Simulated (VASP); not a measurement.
Crystal: Gd.

```
Gd
1.0
    -2.05165    2.05165    2.05165
     2.05165   -2.05165    2.05165
     2.05165    2.05165   -2.05165
Gd
1
Direct
  0.00000 0.00000 0.00000
```

This cell differs from its parent crystal: volume scaled by 1.04.

Base run:

- Program: VASP 6.6.1
- Functional: PBE
- Potentials or basis: VASP PAW PBE potentials, release 64 (Gd)
- Cutoff: 520 eV
- k mesh: 9 × 9 × 9
- Occupations: fermi-dirac, width 0.05 eV
- Spin: collinear spin, ferromagnetic start
- Starting moments: [7.0] μB

Its results: pressure -1.4 GPa; net moment 7.62 μB per cell; site moments Gd +6.99 μB.

The run is repeated on the same cell with these changes: functional from PBE to r2SCAN; further incar settings from ALGO = Normal; EDIFF = 1e-06; NBANDS = 19 to ALGO = Normal; EDIFF = 1e-07; NBANDS = 19. What comes out?

Pressure -0.7 GPa; net moment 8.05 μB per cell; site moments Gd +7.12 μB.

Caveats: the PAW data sets were made with another functional, which shifts forces and pressure a little (some runs).
